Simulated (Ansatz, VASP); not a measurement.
Two plane-wave programs on Zr2C

```xyz
6
Lattice="5.6598 -1.6857 0.0000 5.6598 1.6857 0.0000 0.0000 0.0000 5.3486" Properties=species:S:1:pos:R:3 pbc="T T T"
Zr    7.1673   -0.8433    1.3372
Zr    4.1523   -0.8433    1.3372
Zr    7.1673    0.8433    4.0115
Zr    4.1523    0.8433    4.0115
C     5.6598   -0.8420    4.0115
C     5.6598    0.8420    1.3372
```

Alike in both runs: functional PBE; k mesh 4 × 4 × 4; occupations gaussian, width 0.1 eV; no spin polarisation.

Ansatz relaxed the structure, and its values are those at the end. VASP's run is a single point on that final structure, the one shown.

```csv
,VASP,Ansatz
version,VASP 6.6.1,Ansatz 0.2.0
potentials or method,"VASP PAW PBE potentials, release 64 (Zr_sv, C), cutoff 520 eV","scalar-relativistic, plane waves, PAW"
valence electrons in the cell,56,56
```

|  | VASP | Ansatz | Ansatz less VASP |
| --- | --- | --- | --- |
| gap on the k mesh at the Fermi level (eV) | none | none | - |
| pressure (GPa) | 0.2 | 0.1 | -0.11 |
| rms of the force components (eV/Å) | 0.007 | 0.013 | +0.0056 |

A gap of «none» marks a metal or a gap that the smearing closes. With one functional, cell and mesh, what is left measures potentials, basis and numerics.

The k mesh is coarse, so the values compare programs but aren't converged.
